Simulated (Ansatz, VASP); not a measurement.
# Two plane-wave programs on MnSi7C8

Contents of INCAR:

```
ALGO = Normal
EDIFF = 1E-7
ENCUT = 520
GGA = PS
ISIF = 2
ISMEAR = 0
ISPIN = 2
LASPH = T
LCHARG = F
LDAU = T
LDAUJ = 0 0 0
LDAUL = 2 -1 -1
LDAUPRINT = 1
LDAUTYPE = 2
LDAUU = 5.5 0 0
LMAXMIX = 4
LORBIT = 11
LREAL = Auto
LWAVE = F
MAGMOM = 3.63 0.01 0.01 0.01 0.01 0.01 0.01 0 -0.2 -0.2 -0.2 0 -0.2 0 0 0
NBANDS = 54
NELM = 150
PREC = Accurate
SIGMA = 0.05
```

Contents of KPOINTS:

```
k-points
0
Gamma
  3 3 3
```

The input POSCAR:

```
MnSi7C8
1.0
    0.0000000000      4.3580000000      4.3580000000
    4.3580000000      0.0000000000      4.3580000000
    4.3580000000      4.3580000000      0.0000000000
Mn Si C
1 7 8
Direct
    0.0000000000      0.0000000000      1.0000000000
    0.9988277849      0.9988277849      0.5011722151
    0.9988277849      0.5011722151      0.9988277849
    0.9988277849      0.5011722151      0.5011722151
    0.5011722151      0.9988277849      0.9988277849
    0.5011722151      0.9988277849      0.5011722151
    0.5011722151      0.5011722151      0.9988277849
    0.5000000000      0.5000000000      0.5000000000
    0.1304116123      0.1304116123      0.1304116123
    0.1304116123      0.1304116123      0.6087651631
    0.1304116123      0.6087651631      0.1304116123
    0.1252462076      0.6249179308      0.6249179308
    0.6087651631      0.1304116123      0.1304116123
    0.6249179308      0.1252462076      0.6249179308
    0.6249179308      0.6249179308      0.1252462076
    0.6249179308      0.6249179308      0.6249179308
```

Input for Ansatz:

```yaml
crystal:
  lattice:
    - [0.0, 4.358, 4.358]
    - [4.358, 0.0, 4.358]
    - [4.358, 4.358, 0.0]
  atoms:
    - { symbol: Mn, position: [0.0, 0.0, 1.0], spin: 3.0 }
    - { symbol: Si, position: [0.9988277849, 0.9988277849, 0.5011722151] }
    - { symbol: Si, position: [0.9988277849, 0.5011722151, 0.9988277849] }
    - { symbol: Si, position: [0.9988277849, 0.5011722151, 0.5011722151] }
    - { symbol: Si, position: [0.5011722151, 0.9988277849, 0.9988277849] }
    - { symbol: Si, position: [0.5011722151, 0.9988277849, 0.5011722151] }
    - { symbol: Si, position: [0.5011722151, 0.5011722151, 0.9988277849] }
    - { symbol: Si, position: [0.5, 0.5, 0.5] }
    - { symbol: C, position: [0.1304116123, 0.1304116123, 0.1304116123] }
    - { symbol: C, position: [0.1304116123, 0.1304116123, 0.6087651631] }
    - { symbol: C, position: [0.1304116123, 0.6087651631, 0.1304116123] }
    - { symbol: C, position: [0.1252462076, 0.6249179308, 0.6249179308] }
    - { symbol: C, position: [0.6087651631, 0.1304116123, 0.1304116123] }
    - { symbol: C, position: [0.6249179308, 0.1252462076, 0.6249179308] }
    - { symbol: C, position: [0.6249179308, 0.6249179308, 0.1252462076] }
    - { symbol: C, position: [0.6249179308, 0.6249179308, 0.6249179308] }
basis:
  ecutwfc: 420
  ecutrho_ratio: 4
kpoints:
  mp_grid: { grid: [3, 3, 3] }
hamiltonian:
  xc: pbesol
  hubbard:
    sites:
      - { site: 0, l: d, u_eff: 5.5, starting_ns: [{ spin: up, occupation_matrix: s0up }, { spin: down, occupation_matrix: s0down }] }
    occupation_matrices:
      s0up:
        matrix:
          - [0.97, 0.0, 0.0, 0.0, 0.0]
          - [0.0, 0.02, 0.0, 0.0, 0.0]
          - [0.0, 0.0, 0.02, 0.0, 0.0]
          - [0.0, 0.0, 0.0, 0.97, 0.0]
          - [0.0, 0.0, 0.0, 0.0, 0.97]
      s0down:
        matrix:
          - [0.02, 0.0, 0.0, 0.0, 0.0]
          - [0.0, 0.02, 0.0, 0.0, 0.0]
          - [0.0, 0.0, 0.02, 0.0, 0.0]
          - [0.0, 0.0, 0.0, 0.02, 0.0]
          - [0.0, 0.0, 0.0, 0.0, 0.02]
    ns_hold: { iters: 10 }
scf:
  occupations: { method: gaussian, width: 0.05 }
  lower_state_search: "off"
  max_iter: 150
output:
  forces: true
  stress: true
  eigenvalues: true
  populations: true
  hubbard: { sites: [{ site: 0, l: d }] }
  write_density: true
  write_potential: true
  elf: true
  volumetric_format: npy
magnetization:
  spin_polarized: true
```

Alike in both runs: task single point; functional PBEsol; k mesh 3 × 3 × 3; occupations gaussian, width 0.05 eV; collinear spin; Hubbard terms Mn d U = 5.5 eV.

```csv
,VASP,Ansatz
version,VASP 6.6.1,Ansatz 0.2.0
potentials or method,"VASP PAW PBE potentials, release 64 (Mn_pv, Si, C), cutoff 520 eV","scalar-relativistic, plane waves, PAW"
valence electrons in the cell,73,75
```

|  | VASP | Ansatz | Ansatz less VASP |
| --- | --- | --- | --- |
| gap on the k mesh at the Fermi level (eV) | none | none | - |
| pressure (GPa) | 5.8 | 5.9 | +0.11 |
| rms of the force components (eV/Å) | 0.117 | 0.165 | +0.0475 |
| net moment per atom (μB) | 0.19 | 0.19 | 0.000 |
| size of the moment on the site where the two differ most (μB) | 3.71 | 3.30 | -0.408 |

VASP's potentials were made for PBE, not for PBEsol. Site moments also hang on the region over which each program counts them. The programs project onto different local orbitals, so the same U acts differently, and such runs can settle in different states. Atom by atom the forces differ by 0.048 eV/Å (rms over components). A gap of «none» marks a metal or a gap that the smearing closes. VASP's potentials hold 73 valence electrons a cell and Ansatz's 75, so a difference there can come from the potentials and not from the codes. Ansatz's warnings: filled band counts differ across k points, specified occupation not kept, symmetry narrowed by occupation matrices.

The k mesh is coarse, so the values compare programs but aren't converged.
